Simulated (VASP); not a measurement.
# Ir in VASP: notebook

The runs below take Ir through single point, with PBE.

Program: VASP 6.6.1. These are calculated values, not measurements. Logs are shortened: lines on timing, memory, paths and dates and some standing lists are left out, and cuts for length are marked.

### Step 1. The cell of the first run

The cell holds a slab with vacuum, 5 atoms: a = 2.715 Å, b = 2.715 Å, c = 25.867 Å, α = 90.00°, β = 90.00°, γ = 120.00°.

### Step 2. Single point, PBE

File INCAR:

```
ALGO = Normal ; DIPOL = 0.5 0.5 0.501
EDIFF = 1E-6 ; ENCUT = 520
GGA = PE ; IDIPOL = 3
ISIF = 2 ; ISMEAR = 0
LASPH = T ; LCHARG = F
LDIPOL = T ; LREAL = F
LWAVE = F ; NBANDS = 30
NELM = 100 ; PREC = Accurate
SIGMA = 0.1
```

File KPOINTS:

```
k-points
0
Gamma
  12 12 1
```

File POSCAR:

```
Ir
1.0
    2.7148657781      0.0000000000      0.0000000000
   -1.3574328890      2.3511427317      0.0000000000
    0.0000000000      0.0000000000     25.8667143163
Ir
5
Direct
    0.6666666667      0.3333333333      0.3286076421
    0.3333333333      0.6666666667      0.4143038210
    0.0000000000      0.0000000000      0.5006513355
    0.6666666667      0.3333333333      0.5870736801
    0.3333333333      0.6666666667      0.6720741381
```

Potentials or basis: VASP PAW PBE potentials, release 64 (Ir).

Launch:

```console
$ cat potpaw_PBE.64/Ir/POTCAR > POTCAR
$ mpirun -np 1 vasp_std > vasp.out
```

OUTCAR:

```text
EDIFF = 1E-6
   ENCUT = 520
   GGA = PE
   ISIF = 2
   ISMEAR = 0
   LASPH = T
   LREAL = F
   NELM = 100
   PREC = Accurate

 ion  position               nearest neighbor table
   1  0.667  0.333  0.329-   2 2.71   2 2.71   2 2.71
   2  0.333  0.667  0.414-   1 2.71   1 2.71   1 2.71   3 2.73   3 2.73   3 2.73
   3  0.000  0.000  0.501-   2 2.73   2 2.73   2 2.73   4 2.73   4 2.73   4 2.73
   4  0.667  0.333  0.587-   5 2.70   5 2.70   5 2.70   3 2.73   3 2.73   3 2.73
   5  0.333  0.667  0.672-   4 2.70   4 2.70   4 2.70

  LATTYP: Found a hexagonal cell.
 ALAT       =     2.7148657781
 C/A-ratio  =     9.5278059508

  Lattice vectors:

 A1 = (   2.7148657781,   0.0000000000,   0.0000000000)
 A2 = (  -1.3574328890,   2.3511427317,   0.0000000000)
 A3 = (   0.0000000000,   0.0000000000,  25.8667143163)

Analysis of symmetry for initial positions (statically):
=====================================================================
 Subroutine PRICEL returns:
 Original cell was already a primitive cell.

 Routine SETGRP: Setting up the symmetry group for a
 hexagonal supercell.

 Subroutine GETGRP returns: Found  6 space group operations
 (whereof  6 operations were pure point group operations)
 out of a pool of 24 trial point group operations.

The static configuration has the point symmetry C_3v.

Analysis of symmetry for dynamics (positions and initial velocities):
=====================================================================
 Subroutine PRICEL returns:
 Original cell was already a primitive cell.

 Routine SETGRP: Setting up the symmetry group for a
 hexagonal supercell.

 Subroutine GETGRP returns: Found  6 space group operations
 (whereof  6 operations were pure point group operations)
 out of a pool of 24 trial point group operations.

The dynamic configuration has the point symmetry C_3v.

 Subroutine INISYM returns: Found  6 space group operations
 (whereof  6 operations are pure point group operations),
 and found     1 'primitive' translations

----------------------------------------------------------------------------------------

                                     Primitive cell

  volume of cell :     165.1082

  direct lattice vectors                    reciprocal lattice vectors
     2.714865778  0.000000000  0.000000000     0.368342335  0.212662546  0.000000000
    -1.357432889  2.351142732  0.000000000     0.000000000  0.425325093  0.000000000
[... 93 lines left out ...]
   POTIM  = 0.5000    time-step for ionic-motion
   TEBEG  =    0.0;   TEEND  =   0.0 temperature during run
   PSTRESS=    0.0 pullay stress
   NELECT =      45.0000    total number of electrons
   NUPDOWN=      -1.0000    fix difference up-down
   EMIN   =  10.00;   EMAX   =-10.00  energy-range for DOS
   EFERMI =   0.00;   METHOD = LEGACY
   ISMEAR =     0;   SIGMA  =   0.10  broadening in eV -4-tet -1-fermi 0-gaus
   EFERMI_NEDOS =   21; number of points for ismear=-14 and -15
   IALGO  =     38    algorithm
   IMIX   =      4    mixing-type and parameters
     AMIX     =   0.40;   BMIX     =  1.00
     AMIX_MAG =   1.60;   BMIX_MAG =  1.00
  volume/ion in A,a.u.               =      33.02       222.84
  Fermi-wavevector in a.u.,A,eV,Ry     =   1.061425  2.005803 15.328647  1.126624
  Thomas-Fermi vector in A             =   2.196841
   LORBIT       =      0    0 simple, 1 ext, 2 COOP (PROOUT), +10 PAW based schemes
   GGA     = PE    functional components
   LHFCALC =     F    Hartree Fock is set to
   AEXX    =    0.0000 exact exchange contribution
   IVDW    =     0    specifies the selected vdW correction
   LEPSILON=     F    determine dielectric tensor
   LRPA    =     F    only Hartree local field effects (RPA)
 non-spin polarized calculation
 Gauss-broadening in eV      SIGMA  =   0.10
  energy-cutoff  :      520.00
  volume of cell :      165.11
 maximum number of plane-waves:      4503
   NGX = 11   NGY = 11   NGZ = 97

 dipolmoment           0.000000      0.000000      0.002080 electrons x Angstroem

 number of electron      45.0000002 magnetization

 dipolmoment           0.000000      0.000000     -0.000337 electrons x Angstroem

 Free energy of the ion-electron system (eV)
  ---------------------------------------------------
  ext. energy  EPLUGINS =         0.00000000
  ---------------------------------------------------
  free energy    TOTEN  =       -42.46321687 eV

  energy without entropy =      -42.43647081  energy(sigma->0) =      -42.44984384

 E-fermi :   1.2349     XC(G=0):  -6.8036

 val. band max:        1.2275838555   @ k =   0.3333  -0.0000   0.0000
 cond. band min:       1.2440169887   @ k =   0.3333   0.1667   0.0000
 fundamental gap:      0.0164331331
 Fermi energy:         1.2349179981

 k-point     1 :       0.0000    0.0000    0.0000
  band No.  band energies     occupation
      1      -9.3526      2.00000
      2      -8.3446      2.00000
      3      -7.1191      2.00000
      4      -6.5308      2.00000
      5      -6.4652      2.00000
      6      -2.8550      2.00000
[... 616 lines left out ...]
     29       7.6372      0.00000
     30       7.6407      0.00000

------------------------ aborting loop because EDIFF is reached ----------------------------------------

 vacuum level on the upper side and lower side of the slab       (xc-potential included)        -0.212        -0.221

  FORCE on cell =-STRESS in cart. coord.  units (eV):
  Direction    XX          YY          ZZ          XY          YZ          ZX
  --------------------------------------------------------------------------------------
  -------------------------------------------------------------------------------------
  Total       -0.8203822     -0.8203822     -0.1170644     -0.0000000      0.0000000      0.0000000
  in kB       -7.9608270     -7.9608270     -1.1359700     -0.0000000      0.0000000      0.0000000
  external PRESSURE =      -5.6858747 kB  Pullay stress =       0.0000000 kB

 VOLUME and BASIS-vectors are now :
 -----------------------------------------------------------------------------
  energy-cutoff  :      520.00
  volume of cell :      165.11
      direct lattice vectors                 reciprocal lattice vectors
     2.714865778  0.000000000  0.000000000     0.368342335  0.212662546  0.000000000
    -1.357432889  2.351142732  0.000000000     0.000000000  0.425325093  0.000000000
     0.000000000  0.000000000 25.866714316     0.000000000  0.000000000  0.038659723

 POSITION                                       TOTAL-FORCE (eV/Angst)
 -----------------------------------------------------------------------------------
      1.35743      0.78371      8.50000        -0.000000      0.000000      0.139007
     -0.00000      1.56743     10.71668         0.000000     -0.000000     -0.166811
      0.00000      0.00000     12.95021        -0.000000     -0.000000     -0.009548
      1.35743      0.78371     15.18567         0.000000      0.000000     -0.001888
     -0.00000      1.56743     17.38435        -0.000000      0.000000      0.039240
 -----------------------------------------------------------------------------------
    total drift:                                0.000000      0.000000      0.000340

  FREE ENERGIE OF THE ION-ELECTRON SYSTEM (eV)
  ---------------------------------------------------
  free  energy   TOTEN  =       -42.4632168727 eV

  energy  without entropy=      -42.4364708106  energy(sigma->0) =      -42.44984384

 vacuum level on the upper side and lower side of the slab         6.553         6.547
```

stdout:

```text
POSCAR found type information on POSCAR Ir
 POSCAR found :  1 types and       5 ions
 scaLAPACK will be used
 LDA part: xc-table for (Slater+PW92), standard interpolation
 POSCAR, INCAR and KPOINTS ok, starting setup
 FFT: planning ... GRIDC
 FFT: planning ... GRID_SOFT
 FFT: planning ... GRID
 WAVECAR not read
 entering main loop
```

It took 4 min on 1 thread of AMD EPYC 7R43 (Zen 3), shared host; peak memory 0.25 GiB.

Results:

```yaml
Free_energy: -42.4632 eV
Largest_force: 0.167 eV/Å
Band_gap_on_the_k_mesh: zero (an odd number of electrons rules out a gap without spin polarisation)
```

Forces in eV/Å, atoms in the order of the input:
```
Ir   0.000  0.000  0.139
Ir   0.000  0.000 -0.167
Ir   0.000  0.000 -0.010
Ir   0.000  0.000 -0.002
Ir   0.000  0.000  0.039
```

Caveat: spin-orbit coupling is left out, which moves the levels of the heavy elements.

### Step 3. Single point, PBE

File INCAR:

```
ALGO = Normal ; DIPOL = 0.5 0.5 0.501
EDIFF = 1E-7 ; ENCUT = 520
GGA = PE ; IDIPOL = 3
ISIF = 2 ; ISMEAR = 0
LASPH = True ; LCHARG = True
LDIPOL = True ; LELF = True
LREAL = False ; LVACPOTAV = True
LVHAR = True ; LWAVE = False
NBANDS = 30 ; NELM = 100
PREC = Accurate ; SIGMA = 0.1
```

File KPOINTS:

```
k-points
0
Gamma
  24 24 1
```

File POSCAR:

```
Ir
1.0
    2.7148657800      0.0000000000      0.0000000000
   -1.3574328900      2.3511427300      0.0000000000
    0.0000000000      0.0000000000     25.8667143163
Ir
5
Direct
    0.6666666664      0.3333333336      0.3286076421
    0.3333333336      0.6666666671      0.4143038210
    0.0000000000      0.0000000000      0.5006513355
    0.6666666664      0.3333333336      0.5870736801
    0.3333333336      0.6666666671      0.6720741381
```

Potentials or basis: VASP PAW PBE potentials, release 64 (Ir).

Launch:

```console
$ cat potpaw_PBE.64/Ir/POTCAR > POTCAR
$ mpirun -np 1 vasp_std > vasp.out
```

Wall time 13 min (1 thread of AMD EPYC 7R43 (Zen 3), shared host); peak memory 0.35 GiB.

The run converged. Its results:

```yaml
Free_energy: -42.4438 eV
Largest_force: 0.189 eV/Å
Band_gap_on_the_k_mesh: zero (an odd number of electrons rules out a gap without spin polarisation)
```

Forces on the atoms (eV/Å):
```
Ir   0.000  0.000  0.122
Ir   0.000  0.000 -0.189
Ir   0.000  0.000 -0.009
Ir   0.000  0.000  0.016
Ir   0.000  0.000  0.059
```

Levels at points of the mesh, in eV from the Fermi level:
```tsv
k point	band 20	band 21	band 22	band 23	band 24	band 25
(0.00, 0.00, 0.00)	-1.16	-1.16	-1.02	-1.02	-0.45	-0.45
(0.50, 0.00, 0.00)	0.72	0.79	0.99	1.08	1.30	1.65
```

Caveat: spin-orbit coupling is left out, which moves the levels of the heavy elements.
